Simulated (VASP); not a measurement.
# HgH3 (P-6m2) in VASP: notebook, part 2 of 2

VASP 6.6.1. Earlier steps stand in the parts before.

### Step 4. Single point, PBE

This run uses another cell than the first one, of 10.68 Å³/atom.

The input, INCAR:

```
SYSTEM = HgH3
PREC = Accurate ; ENCUT = 520
EDIFF = 1E-7 ; ISMEAR = 0
SIGMA = 0.1 ; LREAL = .FALSE.
LASPH = .TRUE. ; NELM = 60
ALGO = Normal ; ISIF = 2
LWAVE = .FALSE. ; LCHARG = .FALSE.
GGA = PE ; NBANDS = 16
```

The input, KPOINTS:

```
regular mesh
0
G
  18 18 8
  0 0 0
```

The input, POSCAR:

```
HgH3
1.0
    2.8394780777      0.0000000000      0.0000000000
   -1.4197390389      2.4590601488      0.0000000000
    0.0000000000      0.0000000000      6.1170028798
Hg H
1 3
Direct
    0.0000000000      0.0000000000      0.0000000000
    0.8175803335      0.1824196665      0.5000000000
    0.8175803335      0.6351606669      0.5000000000
    0.3648393331      0.1824196665      0.5000000000
```

Potentials or basis: VASP PAW PBE potentials, release 64 (Hg, H).

The run is started by

```bash
$ cat potpaw_PBE.64/Hg/POTCAR potpaw_PBE.64/H/POTCAR > POTCAR
$ mpirun -np 1 vasp_std > vasp.out
```

OUTCAR:

```text
SYSTEM = HgH3
   PREC = Accurate
   ENCUT = 520
   EDIFF = 1E-7
   ISMEAR = 0
   LREAL = .FALSE.
   LASPH = .TRUE.
   NELM = 60
   ISIF = 2
   GGA = PE

 ion  position               nearest neighbor table
   1  0.000  0.000  0.000-
   2  0.818  0.182  0.500-
   3  0.818  0.635  0.500-
   4  0.365  0.182  0.500-

  LATTYP: Found a hexagonal cell.
 ALAT       =     2.8394780777
 C/A-ratio  =     2.1542701554

  Lattice vectors:

 A1 = (   2.8394780777,   0.0000000000,   0.0000000000)
 A2 = (  -1.4197390389,   2.4590601488,   0.0000000000)
 A3 = (   0.0000000000,   0.0000000000,   6.1170028798)

Analysis of symmetry for initial positions (statically):
=====================================================================
 Subroutine PRICEL returns:
 Original cell was already a primitive cell.

 Routine SETGRP: Setting up the symmetry group for a
 hexagonal supercell.

 Subroutine GETGRP returns: Found 12 space group operations
 (whereof 12 operations were pure point group operations)
 out of a pool of 24 trial point group operations.

[... 162 lines left out ...]
  ---------------------------------------------------
  free energy    TOTEN  =        -7.46735463 eV

  energy without entropy =       -7.46505005  energy(sigma->0) =       -7.46620234

 E-fermi :   1.3438     XC(G=0):  -9.3804

 val. band max:        1.3363430898   @ k =   0.1111  -0.0000   0.2500
 cond. band min:       1.3610688723   @ k =   0.1667   0.0000   0.1250
 fundamental gap:      0.0247257824
 Fermi energy:         1.3438035966

 k-point     1 :       0.0000    0.0000    0.0000
  band No.  band energies     occupation
      1      -9.4366      2.00000
      2      -8.5432      2.00000
      3      -6.4988      2.00000
      4      -6.4988      2.00000
      5      -5.0824      2.00000
      6      -5.0824      2.00000
[... 433 lines left out ...]
      3      -5.6820      2.00000
      4      -5.5677      2.00000
      5      -5.0275      2.00000
      6      -4.6534      2.00000
[... 8 lines left out ...]
     15      15.9454      0.00000
     16      16.5724      0.00000

 [... further k-points ...]
[... 5 lines left out ...]
  --------------------------------------------------------------------------------------
  -------------------------------------------------------------------------------------
  Total        0.1187375      0.1187375     -0.0255943     -0.0000000     -0.0000000      0.0000000
  in kB        4.4540208      4.4540208     -0.9600820     -0.0000000     -0.0000000      0.0000000
  external PRESSURE =       2.6493198 kB  Pullay stress =       0.0000000 kB

 VOLUME and BASIS-vectors are now :
 -----------------------------------------------------------------------------
  energy-cutoff  :      520.00
  volume of cell :       42.71
      direct lattice vectors                 reciprocal lattice vectors
     2.839478078  0.000000000  0.000000000     0.352177398  0.203329715  0.000000000
    -1.419739039  2.459060149  0.000000000     0.000000000  0.406659431  0.000000000
     0.000000000  0.000000000  6.117002880     0.000000000  0.000000000  0.163478753

 POSITION                                       TOTAL-FORCE (eV/Angst)
 -----------------------------------------------------------------------------------
      0.00000      0.00000      0.00000         0.000000      0.000000     -0.000000
      2.06251      0.44858      3.05850         0.008110     -0.004682      0.000000
      1.41974      1.56190      3.05850        -0.000000      0.009365     -0.000000
      0.77696      0.44858      3.05850        -0.008110     -0.004682      0.000000
 -----------------------------------------------------------------------------------
    total drift:                                0.000000     -0.000000     -0.000000

  FREE ENERGIE OF THE ION-ELECTRON SYSTEM (eV)
  ---------------------------------------------------
  free  energy   TOTEN  =        -7.4673546290 eV

  energy  without entropy=       -7.4650500477  energy(sigma->0) =       -7.46620234
```

Wall time 45 s (1 thread of Intel Xeon 6975P-C (Granite Rapids), shared host); peak memory 0.26 GiB.

What came out:

* Free energy: -7.4674 eV
* Pressure: 0.3 GPa
* Largest force: 0.009 eV/Å
* Band gap on the k mesh: zero (an odd number of electrons rules out a gap without spin polarisation)

Forces in eV/Å, atoms in the order of the input:
```
Hg   0.000  0.000  0.000
H    0.008 -0.005  0.000
H    0.000  0.009  0.000
H   -0.008 -0.005  0.000
```

Levels at points of the mesh, in eV from the Fermi level:
| k point | band 5 | band 6 | band 7 | band 8 | band 9 | band 10 |
| --- | --- | --- | --- | --- | --- | --- |
| (0.00, 0.00, 0.00) | -6.43 | -6.43 | -6.42 | -1.28 | 8.39 | 8.39 |
| (0.50, 0.00, 0.00) | -6.11 | -5.63 | -2.81 | -0.44 | 0.88 | 4.63 |
| (0.00, 0.00, 0.50) | -6.94 | -6.43 | -6.43 | 0.46 | 4.84 | 8.41 |
| (0.50, 0.00, 0.50) | -6.26 | -5.63 | -2.74 | -0.77 | 0.44 | 6.15 |

Caveat: spin-orbit coupling is left out, which moves the levels of the heavy elements.

### Step 5. The runs side by side

```csv
task,cell,k mesh,cutoff (eV),gap on the mesh (eV),pressure (GPa),largest force (eV/Å)
relaxation of cell and atoms,"relaxed from a = 3.720, b = 3.720, c = 4.474 Å, angles 90.0, 90.0, 120.0°, 4 atoms, atomic positions A",6 × 6 × 4,600,none,-0.1,0.03
single point,"a = 2.841, b = 2.841, c = 6.113 Å, angles 90.0, 90.0, 120.0°, 4 atoms, atomic positions B",18 × 18 × 10,520,none,0.3,0.01
single point,"a = 2.839, b = 2.839, c = 6.117 Å, angles 90.0, 90.0, 120.0°, 4 atoms, atomic positions B",18 × 18 × 8,520,none,0.3,0.01
```

Alike in all rows: level PBE; potentials or basis VASP PAW PBE potentials, release 64 (Hg, H); no spin polarisation; smearing gaussian 0.1 eV.

Caveats: spin-orbit coupling is left out, which moves the levels of the heavy elements; the volume moved by over 15 % at a fixed basis, so the end points are rough (at least some runs).

Total energies depend on the potentials used, so only differences within one code and one set of settings carry meaning.

The gap in the log of VASP goes by the Fermi energy; the results here count the filled bands.